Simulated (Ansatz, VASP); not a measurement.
**SiC in VASP and in Ansatz**

POSCAR

```
SiC
1.0
    3.0754668474      0.0000000000      0.0000000000
   -1.5377334237      2.6634324183      0.0000000000
    0.0000000000      0.0000000000      5.0485335429
Si C
2 2
Direct
    0.3333333333      0.6666666667     -0.0283448280
    0.6666666667      0.3333333333      0.4716551720
    0.3333333333      0.6666666667      0.4033448280
    0.6666666667      0.3333333333      0.9033448280
```

The input INCAR.step1:

```
PREC = Accurate
ENCUT = 520
ISMEAR = 0
SIGMA = 0.01
LREAL = False
LASPH = True
NELM = 100
NBANDS = 16
GGA = PE
ALGO = Normal
EDIFF = 1E-4
LWAVE = True
LCHARG = False
```

The input INCAR.step2:

```
PREC = Accurate
ENCUT = 520
EDIFF = 1E-7
ISMEAR = 0
SIGMA = 0.01
LREAL = False
LASPH = True
NELM = 100
ALGO = Normal
ISIF = 2
LWAVE = False
LCHARG = False
METAGGA = R2SCAN
LMIXTAU = True
NBANDS = 16
ISTART = 1
```

File KPOINTS:

```
regular mesh
0
Gamma
  12 12 6
```

Input for Ansatz:

```yaml
crystal:
  lattice:
    - [3.0754668474, 0.0, 0.0]
    - [-1.5377334237, 2.6634324183, 0.0]
    - [0.0, 0.0, 5.0485335429]
  atoms:
    - { symbol: Si, position: [0.3333333333, 0.6666666667, -0.028344828] }
    - { symbol: Si, position: [0.6666666667, 0.3333333333, 0.471655172] }
    - { symbol: C, position: [0.3333333333, 0.6666666667, 0.403344828] }
    - { symbol: C, position: [0.6666666667, 0.3333333333, 0.903344828] }
basis:
  ecutwfc: 600.0
  xc_grid: 2
kpoints:
  mp_grid: { grid: [12, 12, 6] }
hamiltonian:
  xc: r2scan
  pseudopotentials: { kind: paw, azcp: { folder: soft_1 } }
scf:
  occupations: { method: fixed }
output:
  forces: true
  stress: true
  eigenvalues: true
  polarization: {}
```

Change from the starting cell: polar distortion scaled by 0.55.

Alike in both runs: task single point; functional r2SCAN; k mesh 12 × 12 × 6; no spin polarisation.

|  | VASP | Ansatz |
| --- | --- | --- |
| version | VASP 6.6.1 | Ansatz 0.2.0 |
| potentials or method | VASP PAW PBE potentials, release 64 (Si, C), cutoff 520 eV | scalar-relativistic, plane waves, PAW |
| occupations | gaussian, width 0.01 eV | fixed |
| valence electrons in the cell | 16 | 16 |

|  | VASP | Ansatz | Ansatz less VASP |
| --- | --- | --- | --- |
| gap on the k mesh at the Fermi level (eV) | 1.73 | 1.73 | -0.001 |
| least direct gap on the mesh (eV) | 3.96 | 3.95 | -0.011 |
| pressure (GPa) | 5.2 | 5.5 | +0.30 |
| traceless stress, the component that is largest in VASP (GPa) | -9.11 | -9.31 | -0.203 |
| rms of the force components (eV/Å) | 1.413 | 1.412 | -0.0010 |

VASP's potentials were made for PBE, not for r2SCAN. Atom by atom the forces differ by 0.001 eV/Å (rms over components).
